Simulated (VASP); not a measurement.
# KF (P4/mmm) in VASP: a series of runs

Runs on KF. Level: PBEsol. Tasks: single point.

Everything below comes from runs of VASP 6.6.1. Logs are shortened: lines on timing, memory, paths and dates and some standing lists are left out, and cuts for length are marked.

### 1 The cell of the first run

It takes space group P4/mmm (No. 123, tetragonal). The conventional cell has a = 2.998 Å, b = 2.998 Å, c = 3.129 Å, α = 90.00°, β = 90.00°, γ = 90.00°. Within 3.5 Å of K (site symmetry 4/mmm) lie 8 F at 2.63 Å and 6 K at 3.00 to 3.13 Å. F (site symmetry 4/mmm) has 8 K at 2.63 Å and 6 F at 3.00 to 3.13 Å within 3.5 Å.

### 2 Single point, PBEsol (strain -0.080 along x and y, -0.040 along z)

Contents of INCAR:

```
SYSTEM = KF
PREC = Accurate ; ENCUT = 520
EDIFF = 1E-7 ; ISMEAR = 0
SIGMA = 0.05 ; LREAL = .FALSE.
LASPH = .TRUE. ; NELM = 80
ALGO = Normal ; ISIF = 2
LWAVE = .FALSE. ; LCHARG = .TRUE.
GGA = PS ; LELF = .TRUE.
LVHAR = .TRUE. ; NBANDS = 15
```

Contents of KPOINTS:

```
regular mesh
0
G
  8 8 8
  0 0 0
```

Contents of POSCAR:

```
KF
1.0
    2.9982386000      0.0000000000      0.0000000000
    0.0000000000      2.9982386000      0.0000000000
    0.0000000000      0.0000000000      3.1285968000
K F
1 1
Direct
    0.0000000000      0.0000000000      0.0000000000
    0.5000000000      0.5000000000      0.5000000000
```

Potentials or basis: VASP PAW PBE potentials, release 64 (K_sv, F).

On the command line:

```sh
$ cat potpaw_PBE.64/K_sv/POTCAR potpaw_PBE.64/F/POTCAR > POTCAR
$ mpirun -np 1 vasp_std > vasp.out
```

OUTCAR:

```text
SYSTEM = KF
   PREC = Accurate
   ENCUT = 520
   EDIFF = 1E-7
   ISMEAR = 0
   LREAL = .FALSE.
   LASPH = .TRUE.
   NELM = 80
   ISIF = 2
   GGA = PS

 ion  position               nearest neighbor table
   1  0.000  0.000  0.000-   2 2.63   2 2.63   2 2.63   2 2.63   2 2.63   2 2.63   2 2.63   2 2.63

   2  0.500  0.500  0.500-   1 2.63   1 2.63   1 2.63   1 2.63   1 2.63   1 2.63   1 2.63   1 2.63

  LATTYP: Found a simple tetragonal cell.
 ALAT       =     2.9982386000
 C/A-ratio  =     1.0434782609

  Lattice vectors:

 A1 = (   2.9982386000,   0.0000000000,   0.0000000000)
 A2 = (   0.0000000000,   2.9982386000,   0.0000000000)
 A3 = (   0.0000000000,   0.0000000000,   3.1285968000)

Analysis of symmetry for initial positions (statically):
=====================================================================
 Subroutine PRICEL returns:
 Original cell was already a primitive cell.

 Routine SETGRP: Setting up the symmetry group for a
 simple tetragonal supercell.

 Subroutine GETGRP returns: Found 16 space group operations
 (whereof 16 operations were pure point group operations)
 out of a pool of 16 trial point group operations.

The static configuration has the point symmetry D_4h.

Analysis of symmetry for dynamics (positions and initial velocities):
=====================================================================
 Subroutine PRICEL returns:
 Original cell was already a primitive cell.

 Routine SETGRP: Setting up the symmetry group for a
 simple tetragonal supercell.

 Subroutine GETGRP returns: Found 16 space group operations
 (whereof 16 operations were pure point group operations)
 out of a pool of 16 trial point group operations.

The dynamic configuration has the point symmetry D_4h.

 Subroutine INISYM returns: Found 16 space group operations
 (whereof 16 operations are pure point group operations),
 and found     1 'primitive' translations

----------------------------------------------------------------------------------------

                                     Primitive cell

  volume of cell :      28.1243

  direct lattice vectors                    reciprocal lattice vectors
     2.998238600  0.000000000  0.000000000     0.333529159  0.000000000  0.000000000
     0.000000000  2.998238600  0.000000000     0.000000000  0.333529159  0.000000000
     0.000000000  0.000000000  3.128596800     0.000000000  0.000000000  0.319632111

  length of vectors
     2.998238600  2.998238600  3.128596800     0.333529159  0.333529159  0.319632111

  position of ions in fractional coordinates (direct lattice)
     0.000000000  0.000000000  0.000000000
     0.500000000  0.500000000  0.500000000

  ion indices of the primitive-cell ions
   primitive index   ion index
                 1           1
                 2           2

----------------------------------------------------------------------------------------

 KPOINTS: regular mesh

Automatic generation of k-mesh.
 Grid dimensions read from file:
 generate k-points for:    8    8    8

 Generating k-lattice:

  Cartesian coordinates                     Fractional coordinates (reciprocal lattice)
     0.041691145  0.000000000  0.000000000     0.125000000  0.000000000  0.000000000
     0.000000000  0.041691145  0.000000000     0.000000000  0.125000000  0.000000000
     0.000000000  0.000000000  0.039954014     0.000000000  0.000000000  0.125000000

  Length of vectors
     0.041691145  0.041691145  0.039954014

  Shift w.r.t. Gamma in fractional coordinates (k-lattice)
     0.000000000  0.000000000  0.000000000

 Subroutine IBZKPT returns following result:
 ===========================================

 Found     75 irreducible k-points:

 Following reciprocal coordinates:
            Coordinates               Weight
  0.000000  0.000000  0.000000      1.000000
  0.125000  0.000000  0.000000      4.000000
  0.250000  0.000000  0.000000      4.000000
  0.375000  0.000000  0.000000      4.000000
  0.500000  0.000000  0.000000      2.000000
  0.125000  0.125000  0.000000      4.000000
[... 16 lines left out ...]
  0.375000  0.125000  0.125000     16.000000
  0.500000  0.125000  0.125000      8.000000
 [... further k-points ...]
   k-points           NKPTS =     75   k-points in BZ     NKDIM =     75   number of bands    NBANDS=     15
   number of dos      NEDOS =    301   number of ions     NIONS =      2
   total plane-waves  NPLWV =  13824
   dimension x,y,z NGX =    24 NGY =   24 NGZ =   24
   dimension x,y,z NGXF=    48 NGYF=   48 NGZF=   48
   ions per type =               1   1
   NGX,Y,Z   is equivalent  to a cutoff of  13.31, 13.31, 12.75 a.u.
   NGXF,Y,Z  is equivalent  to a cutoff of  26.61, 26.61, 25.51 a.u.
 SYSTEM =  KF
   PREC   = accura    normal or accurate (medium, high low for compatibility)
   ISTART =      0    job   : 0-new  1-cont  2-samecut
   ICHARG =      2    charge: 1-file 2-atom 10-const
   ISPIN  =      1    spin polarized calculation?
[... 59 lines left out ...]
 Fermi energy:        -1.1133253539

 k-point     1 :       0.0000    0.0000    0.0000
  band No.  band energies     occupation
      1     -27.8891      2.00000
      2     -20.3689      2.00000
      3     -10.7529      2.00000
      4     -10.5625      2.00000
      5     -10.5625      2.00000
      6      -1.5050      2.00000
      7      -1.3454      2.00000
      8      -1.3454      2.00000
      9       6.2919      0.00000
     10       6.8954      0.00000
     11       7.0028      0.00000
     12      13.6490      0.00000
     13      13.6490      0.00000
     14      14.0031      0.00000
     15      21.9186      0.00000

 k-point     2 :       0.1250    0.0000    0.0000
  band No.  band energies     occupation
      1     -27.8444      2.00000
      2     -20.3862      2.00000
      3     -10.7580      2.00000
      4     -10.7158      2.00000
      5     -10.5298      2.00000
      6      -1.6349      2.00000
      7      -1.5462      2.00000
      8      -1.3739      2.00000
      9       6.7873      0.00000
     10       7.0856      0.00000
     11       7.5114      0.00000
     12      13.2949      0.00000
     13      13.6367      0.00000
     14      13.7191      0.00000
     15      21.0787      0.00000

 k-point     3 :       0.2500    0.0000    0.0000
  band No.  band energies     occupation
      1     -27.7332      2.00000
      2     -20.4344      2.00000
      3     -11.1935      2.00000
      4     -10.6242      2.00000
      5     -10.4492      2.00000
      6      -2.2545      2.00000
      7      -1.6502      2.00000
      8      -1.4459      2.00000
      9       7.4788      0.00000
     10       7.9066      0.00000
     11       8.9967      0.00000
     12      12.5910      0.00000
     13      12.9009      0.00000
     14      13.8949      0.00000
     15      18.7529      0.00000

 k-point     4 :       0.3750    0.0000    0.0000
  band No.  band energies     occupation
      1     -27.6171      2.00000
      2     -20.4920      2.00000
      3     -11.5848      2.00000
      4     -10.5296      2.00000
      5     -10.3664      2.00000
      6      -2.7970      2.00000
      7      -1.7607      2.00000
      8      -1.5231      2.00000
      9       7.9969      0.00000
     10       8.9440      0.00000
     11      10.7773      0.00000
     12      12.0283      0.00000
     13      12.3048      0.00000
     14      14.0814      0.00000
     15      16.9517      0.00000
[... 307 lines left out ...]
 k-point    22 :       0.2500    0.1250    0.1250
  band No.  band energies     occupation
      1     -27.6650      2.00000
      2     -20.4218      2.00000
      3     -11.2230      2.00000
      4     -10.7559      2.00000
      5     -10.6504      2.00000
      6      -2.1937      2.00000
      7      -1.7438      2.00000
      8      -1.5863      2.00000
      9       8.1963      0.00000
     10       8.4337      0.00000
     11       9.2833      0.00000
     12      12.1215      0.00000
     13      12.3953      0.00000
     14      13.0889      0.00000
     15      19.8507      0.00000

 k-point    23 :       0.3750    0.1250    0.1250
  band No.  band energies     occupation
      1     -27.5561      2.00000
      2     -20.4425      2.00000
      3     -11.6432      2.00000
      4     -10.7027      2.00000
      5     -10.6018      2.00000
      6      -2.5767      2.00000
      7      -1.8515      2.00000
      8      -1.5765      2.00000
      9       8.6325      0.00000
     10       9.2246      0.00000
     11      10.1594      0.00000
     12      11.4706      0.00000
     13      12.7589      0.00000
     14      13.0853      0.00000
     15      18.5130      0.00000

 k-point    24 :       0.5000    0.1250    0.1250
  band No.  band energies     occupation
      1     -27.5096      2.00000
      2     -20.4533      2.00000
      3     -11.8062      2.00000
      4     -10.6935      2.00000
      5     -10.5683      2.00000
      6      -2.7278      2.00000
      7      -1.9005      2.00000
      8      -1.5690      2.00000
      9       8.8468      0.00000
     10       9.8158      0.00000
     11       9.8651      0.00000
     12      11.2121      0.00000
     13      13.0027      0.00000
     14      13.7787      0.00000
     15      17.9753      0.00000

 [... further k-points ...]
[... 5 lines left out ...]
  --------------------------------------------------------------------------------------
  -------------------------------------------------------------------------------------
  Total        1.5521301      1.5521301      0.7570775      0.0000000      0.0000000      0.0000000
  in kB       88.4212665     88.4212665     43.1289584      0.0000000      0.0000000      0.0000000
  external PRESSURE =      73.3238304 kB  Pullay stress =       0.0000000 kB

 VOLUME and BASIS-vectors are now :
 -----------------------------------------------------------------------------
  energy-cutoff  :      520.00
  volume of cell :       28.12
      direct lattice vectors                 reciprocal lattice vectors
     2.998238600  0.000000000  0.000000000     0.333529159  0.000000000  0.000000000
     0.000000000  2.998238600  0.000000000     0.000000000  0.333529159  0.000000000
     0.000000000  0.000000000  3.128596800     0.000000000  0.000000000  0.319632111

 POSITION                                       TOTAL-FORCE (eV/Angst)
 -----------------------------------------------------------------------------------
      0.00000      0.00000      0.00000         0.000000      0.000000      0.000000
      1.49912      1.49912      1.56430         0.000000      0.000000      0.000000
 -----------------------------------------------------------------------------------
    total drift:                                0.000000      0.000000     -0.000000

  FREE ENERGIE OF THE ION-ELECTRON SYSTEM (eV)
  ---------------------------------------------------
  free  energy   TOTEN  =        -8.2588269433 eV

  energy  without entropy=       -8.2588269433  energy(sigma->0) =       -8.25882694
```

Run time: 14 s. Hardware: 1 thread of Intel Xeon Platinum 8488C (Sapphire Rapids), shared host; peak memory 0.15 GiB.

What came out:

| Quantity | Value |
| --- | --- |
| Free energy | -8.2588 eV |
| Pressure | 7.3 GPa |
| Band gap on the k mesh | 7.64 eV, direct |

Levels at points of the mesh, in eV from the valence-band top:
| k point | band 6 | band 7 | band 8 | band 9 | band 10 | band 11 |
| --- | --- | --- | --- | --- | --- | --- |
| (0.00, 0.00, 0.00) | -0.16 | 0.00 | 0.00 | 7.64 | 8.24 | 8.35 |
| (0.50, 0.00, 0.00) | -1.66 | -0.46 | -0.21 | 9.59 | 10.75 | 12.96 |
| (0.50, 0.50, 0.00) | -0.73 | -0.73 | -0.18 | 8.52 | 9.66 | 12.23 |
| (0.00, 0.00, 0.50) | -1.62 | -0.26 | -0.26 | 9.39 | 10.33 | 12.72 |
| (0.50, 0.00, 0.50) | -0.72 | -0.64 | -0.01 | 8.97 | 9.46 | 12.61 |
| (0.50, 0.50, 0.50) | -1.58 | -1.58 | -1.54 | 10.92 | 11.47 | 11.47 |

Caveat: the cell differs from its parent crystal (strain -0.080 along x and y, -0.040 along z); the PAW data sets were made with another functional, which shifts forces and pressure a little. A k mesh can miss the band edges.

### 3 Single point, PBEsol (strain -0.040 along x and y, -0.080 along z)

Contents of INCAR:

```
PREC     = Accurate       # precision mode
ENCUT    = 520            # plane-wave cutoff, eV
EDIFF    = 1E-6           # SCF threshold, eV
ISMEAR   = 0              # smearing method
SIGMA    = 0.05           # smearing width, eV
LREAL    = False          # projectors in reciprocal space
LASPH    = True           # aspherical terms in the spheres
NELM     = 60             # most SCF steps
ALGO     = Normal         # electronic algorithm
ISIF     = 2              # what is computed and relaxed
LWAVE    = False          # write WAVECAR
LCHARG   = True           # write CHGCAR
GGA      = PS             # functional
LELF     = True           # ELF
LVHAR    = True         
NBANDS   = 15             # bands
```

Contents of KPOINTS:

```
Automatic mesh
0
Gamma
  8 8 8
```

Contents of POSCAR:

```
KF
1.0
    3.1285968000      0.0000000000      0.0000000000
    0.0000000000      3.1285968000      0.0000000000
    0.0000000000      0.0000000000      2.9982386000
K F
1 1
Direct
    0.0000000000      0.0000000000      0.0000000000
    0.5000000000      0.5000000000      0.5000000000
```

Potentials or basis: VASP PAW PBE potentials, release 64 (K_sv, F).

On the command line:

```sh
$ cat potpaw_PBE.64/K_sv/POTCAR potpaw_PBE.64/F/POTCAR > POTCAR
$ mpirun -np 1 vasp_std > vasp.out
```

Wall time 14 s (1 thread of Intel Xeon Platinum 8488C (Sapphire Rapids), shared host); peak memory 0.15 GiB.

The run converged. Its results:

- Free energy: -8.3054 eV
- Pressure: 4.5 GPa
- Band gap on the k mesh: 7.21 eV, indirect (least direct gap 7.22 eV)

Stress tensor (GPa, compression positive):
```
3.00 0.00 0.00
0.00 3.00 0.00
0.00 0.00 7.42
```

Levels at points of the mesh, in eV from the valence-band top:
```
           k point  band 4  band 5  band 6  band 7  band 8  band 9  band 10  band 11  band 12  band 13
(0.00, 0.00, 0.00)   -9.54   -9.35   -0.18   -0.18   -0.01    7.21     8.15     8.29    14.53    14.91
(0.50, 0.00, 0.00)   -9.35   -9.19   -1.61   -0.44   -0.19    9.33    10.13    12.24    13.18    13.47
(0.50, 0.50, 0.00)  -10.65   -9.08   -0.73   -0.73    0.00    8.95     9.20    12.76    12.76    15.66
(0.00, 0.00, 0.50)   -9.30   -9.30   -1.65   -0.39   -0.39    9.56    10.50    12.48    12.84    12.84
(0.50, 0.00, 0.50)  -10.56   -9.18   -0.81   -0.73   -0.17    8.52     9.39    12.02    12.37    16.05
(0.50, 0.50, 0.50)  -10.23  -10.23   -1.54   -1.49   -1.49   10.84    10.84    11.38    16.67    16.71
```

Caveat: the cell differs from its parent crystal (strain -0.040 along x and y, -0.080 along z); the PAW data sets were made with another functional, which shifts forces and pressure a little.

### 4 Single point, PBEsol (strain -0.040 along x and y, +0.000 along z)

Contents of INCAR:

```
SYSTEM = KF
ALGO = Normal ; EDIFF = 1E-7
ENCUT = 520 ; GGA = PS
ISIF = 2 ; ISMEAR = 0
LASPH = .TRUE. ; LCHARG = .FALSE.
LREAL = .FALSE. ; LWAVE = .FALSE.
NBANDS = 15 ; NELM = 80
PREC = Accurate ; SIGMA = 0.05
```

Contents of KPOINTS:

```
k-points
0
G
  8 8 8
  0 0 0
```

Changes to POSCAR since step 3:

```diff
@@ -4,3 +4,3 @@
     0.0000000000      3.1285968000      0.0000000000
-    0.0000000000      0.0000000000      2.9982386000
+    0.0000000000      0.0000000000      3.2589550000
 K F
```

On the command line:

```sh
$ cat potpaw_PBE.64/K_sv/POTCAR potpaw_PBE.64/F/POTCAR > POTCAR
$ mpirun -np 1 vasp_std > vasp.out
```

Run time: 14 s. Hardware: 1 thread of Intel Xeon Platinum 8488C (Sapphire Rapids), shared host; peak memory 0.16 GiB.

Results (log left out):

```yaml
Free_energy: -8.3457 eV
Pressure: 0.3 GPa
Band_gap_on_the_k_mesh: 6.61 eV, indirect (least direct gap 6.64 eV)
```

Stress tensor (GPa, compression positive):
```
 1.51  0.00  0.00
 0.00  1.51  0.00
 0.00  0.00 -2.26
```

Levels at points of the mesh, in eV from the valence-band top:
```csv
k point,band 6,band 7,band 8,band 9,band 10,band 11
"(0.00, 0.00, 0.00)",-0.18,-0.04,-0.04,6.61,8.18,8.27
"(0.50, 0.00, 0.00)",-1.43,-0.37,-0.16,9.37,9.88,11.52
"(0.50, 0.50, 0.00)",-0.70,-0.70,-0.14,8.26,9.25,11.79
"(0.00, 0.00, 0.50)",-1.41,-0.20,-0.20,9.20,9.49,11.34
"(0.50, 0.00, 0.50)",-0.72,-0.65,0.00,8.63,9.04,12.11
"(0.50, 0.50, 0.50)",-1.27,-1.27,-1.24,10.35,10.84,10.84
```

Caveat: the cell differs from its parent crystal (strain -0.040 along x and y, +0.000 along z); the PAW data sets were made with another functional, which shifts forces and pressure a little.

### 5 Single point, PBEsol (strain +0.000 along x and y, -0.040 along z)

Contents of INCAR:

```
SYSTEM = KF
PREC = Accurate
ENCUT = 520
EDIFF = 1E-6
ISMEAR = 0
SIGMA = 0.05
LREAL = .False.
LASPH = .True.
NELM = 80
ALGO = Normal
ISIF = 2
LWAVE = .False.
LCHARG = .False.
GGA = PS
NBANDS = 15
```

Contents of KPOINTS:

```
regular mesh
0
Gamma
  8 8 8
  0 0 0
```

Contents of POSCAR:

```
KF
1.0
    3.2589550000      0.0000000000      0.0000000000
    0.0000000000      3.2589550000      0.0000000000
    0.0000000000      0.0000000000      3.1285968000
K F
1 1
Direct
    0.0000000000      0.0000000000      0.0000000000
    0.5000000000      0.5000000000      0.5000000000
```

On the command line:

```sh
$ cat potpaw_PBE.64/K_sv/POTCAR potpaw_PBE.64/F/POTCAR > POTCAR
$ mpirun -np 1 vasp_std > vasp.out
```

Run time: 15 s. Hardware: 1 thread of Intel Xeon Platinum 8488C (Sapphire Rapids), shared host; peak memory 0.16 GiB.

The run converged. Its results:

- Free energy: -8.3434 eV
- Pressure: -1.2 GPa
- Band gap on the k mesh: 6.26 eV, indirect (least direct gap 6.30 eV)

Stress tensor (GPa, compression positive):
```
-2.45  0.00  0.00
 0.00 -2.45  0.00
 0.00  0.00  1.16
```

Levels at points of the mesh, in eV from the valence-band top:
```csv
k point,band 5,band 6,band 7,band 8,band 9,band 10,band 11,band 12
"(0.00, 0.00, 0.00)",-9.81,-0.19,-0.19,-0.04,6.26,8.08,8.20,13.80
"(0.50, 0.00, 0.00)",-9.70,-1.40,-0.35,-0.15,9.10,9.34,10.93,12.51
"(0.50, 0.50, 0.00)",-9.62,-0.72,-0.72,0.00,8.59,8.79,12.21,12.21
"(0.00, 0.00, 0.50)",-9.77,-1.42,-0.31,-0.31,9.34,9.64,11.13,12.22
"(0.50, 0.00, 0.50)",-9.69,-0.77,-0.70,-0.14,8.24,8.99,11.58,11.89
"(0.50, 0.50, 0.50)",-10.47,-1.25,-1.22,-1.22,10.28,10.28,10.75,15.28
```

Caveat: the cell differs from its parent crystal (strain +0.000 along x and y, -0.040 along z); the PAW data sets were made with another functional, which shifts forces and pressure a little. A k mesh can miss the band edges.

### 6 Summary

```tsv
cell	gap on the mesh (eV)	pressure (GPa)
a = 2.998, b = 2.998, c = 3.129 Å, 2 atoms	7.64	7.3
a = 3.129, b = 3.129, c = 2.998 Å, 2 atoms	7.21	4.5
a = 3.129, b = 3.129, c = 3.259 Å, 2 atoms	6.61	0.3
a = 3.259, b = 3.259, c = 3.129 Å, 2 atoms	6.26	-1.2
```

Alike in all rows: task single point; level PBEsol; potentials or basis VASP PAW PBE potentials, release 64 (K_sv, F); no spin polarisation; k mesh 8 × 8 × 8; cutoff (eV) 520; smearing gaussian 0.05 eV.

Caveats: the PAW data sets were made with another functional, which shifts forces and pressure a little.

Absolute energies hang on the potentials; compare differences alone.
